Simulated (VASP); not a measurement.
# GaSe4 (P4/mcc) in VASP: further runs, part 2 of 2

VASP 6.6.1. Earlier steps stand in the parts before.

## (3) Single point, PBE

This run uses another cell than the first one, of 23.98 Å³/atom, 1.011 times its volume.

Input file INCAR:

```
PREC = Accurate ; ENCUT = 520
EDIFF = 1E-7 ; ISMEAR = 0
SIGMA = 0.1 ; LREAL = False
LASPH = True ; NELM = 80
ALGO = Normal ; ISIF = 2
LWAVE = False ; LCHARG = True
GGA = PE ; LELF = True
LVHAR = True ; NBANDS = 48
```

Input file KPOINTS:

```
Automatic mesh
0
Gamma
  6 6 6
```

Input file POSCAR:

```
GaSe4
1.0
    5.8219738954      0.0000000000      0.0000000000
    0.0000000000      5.8219738954      0.0000000000
    0.0000000000      0.0000000000      7.0759166621
Ga Se
2 8
Direct
    0.0000000000      0.0000000000      0.7500000000
    0.0000000000      0.0000000000      0.2500000000
    0.3574769669      0.1432403139      0.5000000000
    0.6425230331      0.8567596861      0.5000000000
    0.8567596861      0.3574769669      0.5000000000
    0.1432403139      0.6425230331      0.5000000000
    0.6425230331      0.1432403139      0.0000000000
    0.3574769669      0.8567596861      0.0000000000
    0.1432403139      0.3574769669      0.0000000000
    0.8567596861      0.6425230331      0.0000000000
```

Potentials or basis: VASP PAW PBE potentials, release 64 (Ga_d, Se).

On the command line:

```sh
cat potpaw_PBE.64/Ga_d/POTCAR potpaw_PBE.64/Se/POTCAR > POTCAR
mpirun -np 1 vasp_std > vasp.out
```

OUTCAR:

```text
PREC = Accurate
   ENCUT = 520
   EDIFF = 1E-7
   ISMEAR = 0
   LREAL = False
   LASPH = True
   NELM = 80
   ISIF = 2
   GGA = PE

 ion  position               nearest neighbor table
   1  0.000  0.000  0.750-   3 2.86   4 2.86   5 2.86   6 2.86   7 2.86   8 2.86   9 2.86  10 2.86

   2  0.000  0.000  0.250-   3 2.86   4 2.86   5 2.86   6 2.86   7 2.86   8 2.86   9 2.86  10 2.86

   3  0.357  0.143  0.500-   4 2.35   2 2.86   1 2.86
   4  0.643  0.857  0.500-   3 2.35   2 2.86   1 2.86
   5  0.857  0.357  0.500-   6 2.35   2 2.86   1 2.86
   6  0.143  0.643  0.500-   5 2.35   2 2.86   1 2.86
   7  0.643  0.143  0.000-   8 2.35   2 2.86   1 2.86
   8  0.357  0.857  0.000-   7 2.35   2 2.86   1 2.86
   9  0.143  0.357  0.000-  10 2.35   2 2.86   1 2.86
  10  0.857  0.643  0.000-   9 2.35   2 2.86   1 2.86

  LATTYP: Found a simple tetragonal cell.
 ALAT       =     5.8219738954
 C/A-ratio  =     1.2153810356

  Lattice vectors:

 A1 = (   5.8219738954,   0.0000000000,   0.0000000000)
 A2 = (   0.0000000000,   5.8219738954,   0.0000000000)
 A3 = (   0.0000000000,   0.0000000000,   7.0759166621)

Analysis of symmetry for initial positions (statically):
=====================================================================
 Subroutine PRICEL returns:
 Original cell was already a primitive cell.

 Routine SETGRP: Setting up the symmetry group for a
 simple tetragonal supercell.

 Subroutine GETGRP returns: Found 16 space group operations
 (whereof  8 operations were pure point group operations)
 out of a pool of 16 trial point group operations.

The static configuration has the point symmetry C_4h.
 The point group associated with its full space group is D_4h.

Analysis of symmetry for dynamics (positions and initial velocities):
=====================================================================
[... 147 lines left out ...]
     AMIX_MAG =   1.60;   BMIX_MAG =  1.00
  volume/ion in A,a.u.               =      23.98       161.85
  Fermi-wavevector in a.u.,A,eV,Ry     =   1.106227  2.090466 16.649975  1.223739
  Thomas-Fermi vector in A             =   2.242725
   LORBIT       =      0    0 simple, 1 ext, 2 COOP (PROOUT), +10 PAW based schemes
   GGA     = PE    functional components
   LHFCALC =     F    Hartree Fock is set to
   AEXX    =    0.0000 exact exchange contribution
   IVDW    =     0    specifies the selected vdW correction
   LEPSILON=     F    determine dielectric tensor
   LRPA    =     F    only Hartree local field effects (RPA)
 non-spin polarized calculation
 Gauss-broadening in eV      SIGMA  =   0.10
  energy-cutoff  :      520.00
  volume of cell :      239.84
 maximum number of plane-waves:      6496
 NGX is ok and might be reduce to    48
   NGX = 21   NGY = 21   NGZ = 27

 number of electron      73.9999993 magnetization

 Free energy of the ion-electron system (eV)
  ---------------------------------------------------
  ext. energy  EPLUGINS =         0.00000000
  ---------------------------------------------------
  free energy    TOTEN  =       -33.76121584 eV

  energy without entropy =      -33.74060912  energy(sigma->0) =      -33.75091248

 E-fermi :   3.3384     XC(G=0):  -9.5236

 val. band max:        3.3364719884   @ k =   0.3333   0.1667   0.3333
 cond. band min:       3.3604057243   @ k =   0.3333   0.0000   0.3333
 fundamental gap:      0.0239337359
 Fermi energy:         3.3384091282

 k-point     1 :       0.0000    0.0000    0.0000
  band No.  band energies     occupation
      1     -11.8496      2.00000
      2     -11.4594      2.00000
      3     -11.4594      2.00000
      4     -11.4194      2.00000
      5     -11.4114      2.00000
      6     -11.3925      2.00000
[... 1213 lines left out ...]
     47       8.4452      0.00000
     48       8.4990      0.00000

 [... further k-points ...]
[... 5 lines left out ...]
  --------------------------------------------------------------------------------------
  -------------------------------------------------------------------------------------
  Total        0.1772863      0.1772863      0.0427183      0.0000000      0.0000000      0.0000000
  in kB        1.1843022      1.1843022      0.2853651      0.0000000      0.0000000      0.0000000
  external PRESSURE =       0.8846565 kB  Pullay stress =       0.0000000 kB

 VOLUME and BASIS-vectors are now :
 -----------------------------------------------------------------------------
  energy-cutoff  :      520.00
  volume of cell :      239.84
      direct lattice vectors                 reciprocal lattice vectors
     5.821973895  0.000000000  0.000000000     0.171763051  0.000000000  0.000000000
     0.000000000  5.821973895  0.000000000     0.000000000  0.171763051  0.000000000
     0.000000000  0.000000000  7.075916662     0.000000000  0.000000000  0.141324446

 POSITION                                       TOTAL-FORCE (eV/Angst)
 -----------------------------------------------------------------------------------
      0.00000      0.00000      5.30694         0.000000      0.000000     -0.000000
      0.00000      0.00000      1.76898         0.000000      0.000000     -0.000000
      2.08122      0.83394      3.53796        -0.005441      0.016239      0.000000
      3.74075      4.98803      3.53796         0.005441     -0.016239     -0.000000
      4.98803      2.08122      3.53796        -0.016239     -0.005441      0.000000
      0.83394      3.74075      3.53796         0.016239      0.005441      0.000000
      3.74075      0.83394      0.00000         0.005441      0.016239     -0.000000
      2.08122      4.98803      0.00000        -0.005441     -0.016239      0.000000
      0.83394      2.08122      0.00000         0.016239     -0.005441      0.000000
      4.98803      3.74075      0.00000        -0.016239      0.005441     -0.000000
 -----------------------------------------------------------------------------------
    total drift:                                0.000000     -0.000000      0.000000

  FREE ENERGIE OF THE ION-ELECTRON SYSTEM (eV)
  ---------------------------------------------------
  free  energy   TOTEN  =       -33.7612158415 eV

  energy  without entropy=      -33.7406091227  energy(sigma->0) =      -33.75091248
```

OSZICAR:

```text
N       E                     dE             d eps       ncg     rms          rms(c)
DAV:   1     0.672891844117E+03    0.67289E+03   -0.30786E+04  4136   0.170E+03
DAV:   2     0.751104907424E+02   -0.59778E+03   -0.57190E+03  4432   0.467E+02
DAV:   3    -0.276014675039E+02   -0.10271E+03   -0.99450E+02  4800   0.148E+02
DAV:   4    -0.338452550039E+02   -0.62438E+01   -0.61237E+01  4632   0.383E+01
DAV:   5    -0.340366175905E+02   -0.19136E+00   -0.19077E+00  4768   0.649E+00    0.981E+00
DAV:   6    -0.338059967136E+02    0.23062E+00   -0.42921E-01  5456   0.979E+00    0.591E+00
DAV:   7    -0.337609660454E+02    0.45031E-01   -0.26880E-01  5576   0.323E+00    0.553E-01
DAV:   8    -0.337609825712E+02   -0.16526E-04   -0.42733E-02  5224   0.203E+00    0.216E-01
DAV:   9    -0.337611422938E+02   -0.15972E-03   -0.48649E-03  4776   0.377E-01    0.104E-01
DAV:  10    -0.337611709654E+02   -0.28672E-04   -0.52751E-04  5048   0.101E-01    0.365E-02
DAV:  11    -0.337612110468E+02   -0.40081E-04   -0.62331E-05  5136   0.386E-02    0.124E-02
DAV:  12    -0.337612152081E+02   -0.41614E-05   -0.73525E-06  4592   0.130E-02    0.577E-03
DAV:  13    -0.337612157560E+02   -0.54788E-06   -0.19802E-06  4408   0.574E-03    0.109E-03
DAV:  14    -0.337612158415E+02   -0.85428E-07   -0.73253E-08  3392   0.126E-03
   1 F= -.33761216E+02 E0= -.33750912E+02  d E =-.206067E-01
```

stdout:

```text
POSCAR found type information on POSCAR GaSe
 POSCAR found :  2 types and      10 ions
 scaLAPACK will be used
 LDA part: xc-table for (Slater+PW92), standard interpolation
 POSCAR, INCAR and KPOINTS ok, starting setup
 FFT: planning ... GRIDC
 FFT: planning ... GRID_SOFT
 FFT: planning ... GRID
 WAVECAR not read
 entering main loop
```

Wall time 8.5 min (1 thread of Oxide Virtual Turin-like, shared host); peak memory 0.53 GiB.

What came out:

```yaml
Free_energy: -33.7612 eV
Pressure: 0.1 GPa
Largest_force: 0.017 eV/Å
Band_gap_on_the_k_mesh: zero (band 37 reaches 4.15 eV, above the bottom of band 38 at 2.69 eV)
```

Forces on the atoms (eV/Å):
```
Ga   0.000  0.000  0.000
Ga   0.000  0.000  0.000
Se  -0.005  0.016  0.000
Se   0.005 -0.016  0.000
Se  -0.016 -0.005  0.000
Se   0.016  0.005  0.000
Se   0.005  0.016  0.000
Se  -0.005 -0.016  0.000
Se   0.016 -0.005  0.000
Se  -0.016  0.005  0.000
```
